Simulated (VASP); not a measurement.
The system is KBr.

```
K Br
1.0
     4.55930    0.00000    0.00000
    -2.27965    3.94847    0.00000
     0.00000    0.00000    8.02006
K Br
2 2
Direct
  0.00000 0.00000 0.00000
  0.00000 0.00000 0.50000
  0.33333 0.66667 0.25000
  0.66667 0.33333 0.75000
```

Base run:

```yaml
Program: VASP 6.6.1
Functional: r2SCAN
Potentials_or_basis: VASP PAW PBE potentials, release 64 (K_sv, Br)
Cutoff: 520 eV
k_mesh: 6 × 6 × 4
Occupations: gaussian, width 0.01 eV
Spin: no spin polarisation
```

Its results: band gap on the k mesh 5.00 eV; pressure 0.0 GPa.

Q: The run is repeated on the same cell with these changes: functional from r2SCAN to PBE. What comes out?

A: Band gap on the k mesh 4.35 eV; pressure 0.7 GPa.

Caveats: the PAW data sets were made with another functional, which shifts forces and pressure a little (at least some runs).

A k mesh can miss the band edges.
